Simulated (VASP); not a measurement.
# C (Cmme) in VASP: a series of runs

C is run at these levels: r2SCAN; tasks: single point.

Everything below comes from runs of VASP 6.6.1. Logs are shortened: lines on timing, memory, paths and dates and some standing lists are left out, and cuts for length are marked.

### 1 The cell of the first run

The structure is orthorhombic, space group Cmme (No. 67). The conventional cell has a = 2.406 Å, b = 4.167 Å, c = 7.027 Å, α = 90.00°, β = 90.00°, γ = 90.00°. Within 1.9 Å of C (site symmetry m) lie 3 C at 1.39 Å.

### 2 Single point, r2SCAN

Contents of POSCAR:

```
C
1.0
    1.2029787322     -2.0836402113      0.0000000000
    1.2029787322      2.0836402113      0.0000000000
    0.0000000000      0.0000000000      7.0268334518
C
4
Direct
    0.9166205400      0.0833794600      0.7531376000
    0.4166205400      0.5833794600      0.2468624000
    0.0833794600      0.9166205400      0.2468624000
    0.5833794600      0.4166205400      0.7531376000
```

Contents of INCAR.step1:

```
SYSTEM = C
PREC = Accurate
ENCUT = 520
ISMEAR = -1
SIGMA = 0.05
LREAL = .FALSE.
LASPH = .TRUE.
NELM = 60
NBANDS = 16
GGA = PE
ALGO = Normal
EDIFF = 1E-4
LWAVE = .TRUE.
LCHARG = .FALSE.
```

Contents of INCAR.step2:

```
SYSTEM = C
PREC = Accurate
ENCUT = 520
EDIFF = 1E-6
ISMEAR = -1
SIGMA = 0.05
LREAL = .FALSE.
LASPH = .TRUE.
NELM = 60
ALGO = Normal
ISIF = 2
LWAVE = .FALSE.
LCHARG = .TRUE.
METAGGA = R2SCAN
LMIXTAU = .TRUE.
LELF = .TRUE.
LVHAR = .TRUE.
NBANDS = 16
ISTART = 1
```

Contents of KPOINTS:

```
Automatic mesh
0
G
  12 12 4
  0 0 0
```

Potentials or basis: VASP PAW PBE potentials, release 64 (C).

Command:

```bash
$ cat potpaw_PBE.64/C/POTCAR > POTCAR
$ cp INCAR.step1 INCAR
$ mpirun -np 1 vasp_std > vasp.out
$ cp INCAR.step2 INCAR
$ mpirun -np 1 vasp_std > vasp.out
```

OUTCAR:

```text
SYSTEM = C
   PREC = Accurate
   ENCUT = 520
   EDIFF = 1E-6
   ISMEAR = -1
   LREAL = .FALSE.
   LASPH = .TRUE.
   NELM = 60
   ISIF = 2
   METAGGA = R2SCAN
   ISTART = 1

 ion  position               nearest neighbor table
   1  0.917  0.083  0.753-   4 1.39   4 1.39   4 1.39
   2  0.417  0.583  0.247-   3 1.39   3 1.39   3 1.39
   3  0.083  0.917  0.247-   2 1.39   2 1.39   2 1.39
   4  0.583  0.417  0.753-   1 1.39   1 1.39   1 1.39

  LATTYP: Found a hexagonal cell.
 ALAT       =     2.4059747215
 C/A-ratio  =     2.9205765917

  Lattice vectors:

 A1 = (   1.2029787322,  -2.0836402113,   0.0000000000)
 A2 = (   1.2029787322,   2.0836402113,   0.0000000000)
 A3 = (   0.0000000000,   0.0000000000,   7.0268334518)

Analysis of symmetry for initial positions (statically):
=====================================================================
 Subroutine PRICEL returns:
 Original cell was already a primitive cell.

 Routine SETGRP: Setting up the symmetry group for a
 hexagonal supercell.

 Subroutine GETGRP returns: Found  8 space group operations
 (whereof  4 operations were pure point group operations)
 out of a pool of 24 trial point group operations.

The static configuration has the point symmetry C_2h.
 The point group associated with its full space group is D_2h.

Analysis of symmetry for dynamics (positions and initial velocities):
=====================================================================
 Subroutine PRICEL returns:
 Original cell was already a primitive cell.

 Routine SETGRP: Setting up the symmetry group for a
 hexagonal supercell.

 Subroutine GETGRP returns: Found  8 space group operations
 (whereof  4 operations were pure point group operations)
 out of a pool of 24 trial point group operations.

The dynamic configuration has the point symmetry C_2h.
 The point group associated with its full space group is D_2h.

 Subroutine INISYM returns: Found  8 space group operations
 (whereof  4 operations are pure point group operations),
 and found     1 'primitive' translations

----------------------------------------------------------------------------------------

                                     Primitive cell

  volume of cell :      35.2266

  direct lattice vectors                    reciprocal lattice vectors
     1.202978732 -2.083640211  0.000000000     0.415634946 -0.239964653  0.000000000
     1.202978732  2.083640211  0.000000000     0.415634946  0.239964653  0.000000000
     0.000000000  0.000000000  7.026833452     0.000000000  0.000000000  0.142311613

  length of vectors
     2.405974721  2.405974721  7.026833452     0.479932748  0.479932748  0.142311613

  position of ions in fractional coordinates (direct lattice)
     0.916620540  0.083379460  0.753137600
     0.416620540  0.583379460  0.246862400
     0.083379460  0.916620540  0.246862400
     0.583379460  0.416620540  0.753137600

  ion indices of the primitive-cell ions
   primitive index   ion index
                 1           1
                 2           2
                 3           3
                 4           4

----------------------------------------------------------------------------------------

 KPOINTS: Automatic mesh

Automatic generation of k-mesh.
 Grid dimensions read from file:
 generate k-points for:   12   12    4

 Generating k-lattice:

  Cartesian coordinates                     Fractional coordinates (reciprocal lattice)
     0.034636245 -0.019997054  0.000000000     0.083333333 -0.000000000  0.000000000
     0.034636245  0.019997054  0.000000000    -0.000000000  0.083333333  0.000000000
     0.000000000  0.000000000  0.035577903     0.000000000  0.000000000  0.250000000

  Length of vectors
     0.039994396  0.039994396  0.035577903

  Shift w.r.t. Gamma in fractional coordinates (k-lattice)
     0.000000000  0.000000000  0.000000000

 Subroutine IBZKPT returns following result:
 ===========================================

 Found    129 irreducible k-points:

 Following reciprocal coordinates:
            Coordinates               Weight
  0.000000  0.000000  0.000000      1.000000
  0.083333 -0.000000  0.000000      4.000000
 -0.083333  0.083333  0.000000      2.000000
  0.166667 -0.000000  0.000000      4.000000
 -0.166667  0.166667  0.000000      2.000000
  0.250000 -0.000000  0.000000      4.000000
[... 16 lines left out ...]
 -0.083333  0.416667  0.000000      4.000000
 -0.416667  0.333333  0.000000      4.000000
 [... further k-points ...]
   k-points           NKPTS =    129   k-points in BZ     NKDIM =    129   number of bands    NBANDS=     16
   number of dos      NEDOS =    301   number of ions     NIONS =      4
   total plane-waves  NPLWV =  17496
   dimension x,y,z NGX =    18 NGY =   18 NGZ =   54
   dimension x,y,z NGXF=    36 NGYF=   36 NGZF=  108
   ions per type =               4
   NGX,Y,Z   is equivalent  to a cutoff of  12.44, 12.44, 12.78 a.u.
[... 67 lines left out ...]
  band No.  band energies     occupation
      1     -16.7996      2.00000
      2     -16.6002      2.00000
      3      -4.6310      2.00000
      4      -3.0822      2.00000
      5       1.4724      2.00000
      6       1.4790      2.00000
[... 8 lines left out ...]
     15      17.9645      0.00000
     16      18.0669      0.00000

 k-point     2 :       0.0833   -0.0000    0.0000
  band No.  band energies     occupation
      1     -16.6178      2.00000
      2     -16.4204      2.00000
      3      -4.4084      2.00000
      4      -2.8691      2.00000
      5       0.7530      2.00000
      6       0.7747      2.00000
[... 8 lines left out ...]
     15      17.2350      0.00000
     16      17.4077      0.00000

 k-point     3 :      -0.0833    0.0833    0.0000
  band No.  band energies     occupation
      1     -16.6178      2.00000
      2     -16.4204      2.00000
      3      -4.4086      2.00000
      4      -2.8686      2.00000
      5       0.7470      2.00000
      6       0.7630      2.00000
[... 8 lines left out ...]
     15      17.3047      0.00000
     16      17.3364      0.00000

 k-point     4 :       0.1667   -0.0000    0.0000
  band No.  band energies     occupation
      1     -16.0740      2.00000
      2     -15.8829      2.00000
      3      -3.7451      2.00000
      4      -2.2365      2.00000
      5      -1.0717      2.00000
      6      -1.0308      2.00000
[... 8 lines left out ...]
     15      16.7062      0.00000
     16      16.7065      0.00000

 k-point     5 :      -0.1667    0.1667    0.0000
  band No.  band energies     occupation
      1     -16.0742      2.00000
      2     -15.8829      2.00000
      3      -3.7464      2.00000
      4      -2.2341      2.00000
      5      -1.0765      2.00000
      6      -1.0398      2.00000
[... 8 lines left out ...]
     15      16.6655      0.00000
     16      16.7278      0.00000

 k-point     6 :       0.2500   -0.0000    0.0000
  band No.  band energies     occupation
      1     -15.1747      2.00000
      2     -14.9941      2.00000
      3      -3.4057      2.00000
      4      -3.3422      2.00000
      5      -2.6578      2.00000
      6      -1.2089      2.00000
[... 8 lines left out ...]
     15      19.6069      0.00000
     16      19.6072      0.00000
[... 267 lines left out ...]
 k-point    21 :      -0.3333    0.2500    0.0000
  band No.  band energies     occupation
      1     -14.4632      2.00000
      2     -14.2898      2.00000
      3      -4.6032      2.00000
      4      -4.5361      2.00000
      5      -1.8140      2.00000
      6      -1.8131      2.00000
[... 8 lines left out ...]
     15      19.7022      0.00000
     16      20.0350      0.00000

 k-point    22 :       0.3333    0.0833    0.0000
  band No.  band energies     occupation
      1     -13.0614      2.00000
      2     -12.9056      2.00000
      3      -6.9629      2.00000
      4      -6.8660      2.00000
      5      -2.5249      2.00000
      6      -2.4945      2.00000
[... 8 lines left out ...]
     15      19.8574      0.00000
     16      20.5868      0.00000

 k-point    23 :      -0.0833    0.4167    0.0000
  band No.  band energies     occupation
      1     -13.0618      2.00000
      2     -12.9054      2.00000
      3      -6.9613      2.00000
      4      -6.8684      2.00000
      5      -2.5238      2.00000
      6      -2.4946      2.00000
[... 8 lines left out ...]
     15      19.8498      0.00000
     16      21.5024      0.00000

 k-point    24 :      -0.4167    0.3333    0.0000
  band No.  band energies     occupation
      1     -13.0632      2.00000
      2     -12.9042      2.00000
      3      -6.9642      2.00000
      4      -6.8722      2.00000
      5      -2.5244      2.00000
      6      -2.4846      2.00000
[... 8 lines left out ...]
     15      19.8694      0.00000
     16      22.3963      0.00000

 [... further k-points ...]

------------------------ aborting loop because EDIFF is reached ----------------------------------------

  FORCE on cell =-STRESS in cart. coord.  units (eV):
  Direction    XX          YY          ZZ          XY          YZ          ZX
  --------------------------------------------------------------------------------------
  -------------------------------------------------------------------------------------
  Total        6.3344839      6.2685312     -0.0180545      0.0000000      0.0000000      0.0000000
  in kB      288.1054556    285.1057905     -0.8211578      0.0000000      0.0000000      0.0000000
  external PRESSURE =     190.7966961 kB  Pullay stress =       0.0000000 kB

 VOLUME and BASIS-vectors are now :
 -----------------------------------------------------------------------------
  energy-cutoff  :      520.00
  volume of cell :       35.23
      direct lattice vectors                 reciprocal lattice vectors
     1.202978732 -2.083640211  0.000000000     0.415634946 -0.239964653  0.000000000
     1.202978732  2.083640211  0.000000000     0.415634946  0.239964653  0.000000000
     0.000000000  0.000000000  7.026833452     0.000000000  0.000000000  0.142311613

 POSITION                                       TOTAL-FORCE (eV/Angst)
 -----------------------------------------------------------------------------------
      1.20298     -1.73617      5.29217         0.000000     -0.023866     -0.007670
      1.20298      0.34747      1.73466         0.000000     -0.023866      0.007670
      1.20298      1.73617      1.73466         0.000000      0.023866      0.007670
      1.20298     -0.34747      5.29217         0.000000      0.023866     -0.007670
 -----------------------------------------------------------------------------------
    total drift:                                0.000000     -0.000000      0.000000

  FREE ENERGIE OF THE ION-ELECTRON SYSTEM (eV)
  ---------------------------------------------------
  free  energy   TOTEN  =       -39.6086805812 eV

  energy  without entropy=      -39.6072908227  energy(sigma->0) =      -39.60798570
```

Run time: 2.9 min. Hardware: 1 thread of Intel Xeon Platinum 8488C (Sapphire Rapids), shared host; peak memory 0.18 GiB.

Results:

```yaml
Free_energy: -39.6087 eV
Pressure: 19.1 GPa
Largest_force: 0.025 eV/Å
```

Forces on the atoms (eV/Å):
```
C    0.000 -0.024 -0.008
C    0.000 -0.024  0.008
C    0.000  0.024  0.008
C    0.000  0.024 -0.008
```

Caveat: the stress differs along the axes, from -0 to 29 GPa; the PAW data sets were made with another functional, which shifts forces and pressure a little.

### 3 Single point, r2SCAN

This run uses another cell than the first one, of 8.99 Å³/atom.

Contents of POSCAR:

```
C
1.0
    1.2114506926     -2.0983142173      0.0000000000
    1.2114506926      2.0983142173      0.0000000000
    0.0000000000      0.0000000000      7.0763198248
C
4
Direct
    0.9166205400      0.0833794600      0.7531376000
    0.4166205400      0.5833794600      0.2468624000
    0.0833794600      0.9166205400      0.2468624000
    0.5833794600      0.4166205400      0.7531376000
```

Contents of INCAR.step1:

```
  PREC = Accurate
  ENCUT = 520
  ISMEAR = -1
  SIGMA = 0.05
  LREAL = F
  LASPH = T
  NELM = 100
  NBANDS = 16
  GGA = PE
  ALGO = Normal
  EDIFF = 1E-4
  LWAVE = T
  LCHARG = F
```

Contents of INCAR.step2:

```
  PREC = Accurate
  ENCUT = 520
  EDIFF = 1E-7
  ISMEAR = -1
  SIGMA = 0.05
  LREAL = F
  LASPH = T
  NELM = 100
  ALGO = Normal
  ISIF = 2
  LWAVE = F
  LCHARG = F
  METAGGA = R2SCAN
  LMIXTAU = T
  NBANDS = 16
  ISTART = 1
```

Contents of KPOINTS:

```
regular mesh
0
Gamma
  12 12 4
```

Potentials or basis: VASP PAW PBE potentials, release 64 (C).

Command:

```bash
$ cat potpaw_PBE.64/C/POTCAR > POTCAR
$ cp INCAR.step1 INCAR
$ mpirun -np 1 vasp_std > vasp.out
$ cp INCAR.step2 INCAR
$ mpirun -np 1 vasp_std > vasp.out
```

Run time: 2.8 min. Hardware: 1 thread of Intel Xeon Platinum 8488C (Sapphire Rapids), shared host; peak memory 0.18 GiB.

Results (log left out):

- Free energy: -39.6826 eV
- Pressure: 12.3 GPa
- Largest force: 0.024 eV/Å

Forces in eV/Å, atoms in the order of the input:
```
C    0.000 -0.023 -0.007
C    0.000 -0.023  0.007
C    0.000  0.023  0.007
C    0.000  0.023 -0.007
```

Stress tensor (GPa, compression positive):
```
18.72  0.00  0.00
 0.00 18.43  0.00
 0.00  0.00 -0.19
```

Caveat: the stress differs along the axes, from -0 to 19 GPa; the PAW data sets were made with another functional, which shifts forces and pressure a little.

### 4 Single point, r2SCAN

This run uses another cell than the first one, of 9.18 Å³/atom.

Contents of POSCAR:

```
C
1.0
    1.2198057890     -2.1127858072      0.0000000000
    1.2198057890      2.1127858072      0.0000000000
    0.0000000000      0.0000000000      7.1251235727
C
4
Direct
    0.9166205400      0.0833794600      0.7531376000
    0.4166205400      0.5833794600      0.2468624000
    0.0833794600      0.9166205400      0.2468624000
    0.5833794600      0.4166205400      0.7531376000
```

Contents of INCAR.step1:

```
SYSTEM = C
PREC = Accurate
ENCUT = 520
ISMEAR = -1
SIGMA = 0.05
LREAL = .False.
LASPH = .True.
NELM = 80
NBANDS = 16
GGA = PE
ALGO = Normal
EDIFF = 1E-4
LWAVE = .True.
LCHARG = .False.
```

Contents of INCAR.step2:

```
SYSTEM = C
PREC = Accurate
ENCUT = 520
EDIFF = 1E-6
ISMEAR = -1
SIGMA = 0.05
LREAL = .False.
LASPH = .True.
NELM = 80
ALGO = Normal
ISIF = 2
LWAVE = .False.
LCHARG = .True.
METAGGA = R2SCAN
LMIXTAU = .True.
LELF = .True.
LVHAR = .True.
NBANDS = 16
ISTART = 1
```

Contents of KPOINTS:

```
regular mesh
0
Gamma
  12 12 4
  0 0 0
```

Command:

```bash
$ cat potpaw_PBE.64/C/POTCAR > POTCAR
$ cp INCAR.step1 INCAR
$ mpirun -np 1 vasp_std > vasp.out
$ cp INCAR.step2 INCAR
$ mpirun -np 1 vasp_std > vasp.out
```

Wall time 3 min (1 thread of Intel Xeon Platinum 8488C (Sapphire Rapids), shared host); peak memory 0.18 GiB.

The run converged. Its results:

| Quantity | Value |
| --- | --- |
| Free energy | -39.7263 eV |
| Pressure | 6.2 GPa |
| Largest force | 0.023 eV/Å |

Forces in eV/Å, atoms in the order of the input:
```
C    0.000 -0.022 -0.006
C    0.000 -0.022  0.006
C    0.000  0.022  0.006
C    0.000  0.022 -0.006
```

Stress tensor (GPa, compression positive):
```
 9.52  0.00  0.00
 0.00  9.24  0.00
 0.00  0.00 -0.28
```

Caveat: the stress differs along the axes, from -0 to 10 GPa; the PAW data sets were made with another functional, which shifts forces and pressure a little.

### 5 Single point, r2SCAN

This run uses another cell than the first one, of 9.56 Å³/atom.

Contents of POSCAR:

```
C
1.0
    1.2361809750     -2.1411487327      0.0000000000
    1.2361809750      2.1411487327      0.0000000000
    0.0000000000      0.0000000000      7.2207742290
C
4
Direct
    0.9166205400      0.0833794600      0.7531376000
    0.4166205400      0.5833794600      0.2468624000
    0.0833794600      0.9166205400      0.2468624000
    0.5833794600      0.4166205400      0.7531376000
```

Contents of INCAR.step1:

```
  PREC = Accurate
  ENCUT = 520
  ISMEAR = -1
  SIGMA = 0.05
  LREAL = False
  LASPH = True
  NELM = 100
  NBANDS = 16
  GGA = PE
  ALGO = Normal
  EDIFF = 1E-4
  LWAVE = True
  LCHARG = False
```

Contents of INCAR.step2:

```
  PREC = Accurate
  ENCUT = 520
  EDIFF = 1E-6
  ISMEAR = -1
  SIGMA = 0.05
  LREAL = False
  LASPH = True
  NELM = 100
  ALGO = Normal
  ISIF = 2
  LWAVE = False
  LCHARG = True
  METAGGA = R2SCAN
  LMIXTAU = True
  LELF = True
  LVHAR = True
  NBANDS = 16
  ISTART = 1
```

Contents of KPOINTS:

```
Automatic mesh
0
Gamma
  12 12 4
```

Command:

```bash
$ cat potpaw_PBE.64/C/POTCAR > POTCAR
$ cp INCAR.step1 INCAR
$ mpirun -np 1 vasp_std > vasp.out
$ cp INCAR.step2 INCAR
$ mpirun -np 1 vasp_std > vasp.out
```

Run time: 2.8 min. Hardware: 1 thread of Intel Xeon Platinum 8488C (Sapphire Rapids), shared host; peak memory 0.18 GiB.

The run converged. Its results:

* Free energy: -39.7333 eV
* Pressure: -4.6 GPa
* Largest force: 0.021 eV/Å

Forces in eV/Å, atoms in the order of the input:
```
C    0.000 -0.020 -0.005
C    0.000 -0.020  0.005
C    0.000  0.020  0.005
C    0.000  0.020 -0.005
```

Stress tensor (GPa, compression positive):
```
-6.58  0.00  0.00
 0.00 -6.85  0.00
 0.00  0.00 -0.44
```

Caveat: the stress differs along the axes, from -7 to -0 GPa; the PAW data sets were made with another functional, which shifts forces and pressure a little.

### 6 Summary

| cell | pressure (GPa) | largest force (eV/Å) |
| --- | --- | --- |
| a = 2.406, b = 2.406, c = 7.027 Å, angles 90.0, 90.0, 120.0°, 4 atoms | 19.1 | 0.03 |
| a = 2.423, b = 2.423, c = 7.076 Å, angles 90.0, 90.0, 120.0°, 4 atoms | 12.3 | 0.02 |
| a = 2.440, b = 2.440, c = 7.125 Å, angles 90.0, 90.0, 120.0°, 4 atoms | 6.2 | 0.02 |
| a = 2.472, b = 2.472, c = 7.221 Å, angles 90.0, 90.0, 120.0°, 4 atoms | -4.6 | 0.02 |

Alike in all rows: task single point; level r2SCAN; potentials or basis VASP PAW PBE potentials, release 64 (C); no spin polarisation; k mesh 12 × 12 × 4; cutoff (eV) 520; smearing fermi-dirac 0.05 eV.

Caveats: the PAW data sets were made with another functional, which shifts forces and pressure a little; the stress differs along the axes, from -0 to 29 GPa (at least some runs); the stress differs along the axes, from -0 to 19 GPa (at least some runs); the stress differs along the axes, from -0 to 10 GPa (at least some runs); the stress differs along the axes, from -7 to -0 GPa (at least some runs).

Total energies depend on the potentials used, so only differences within one code and one set of settings carry meaning.
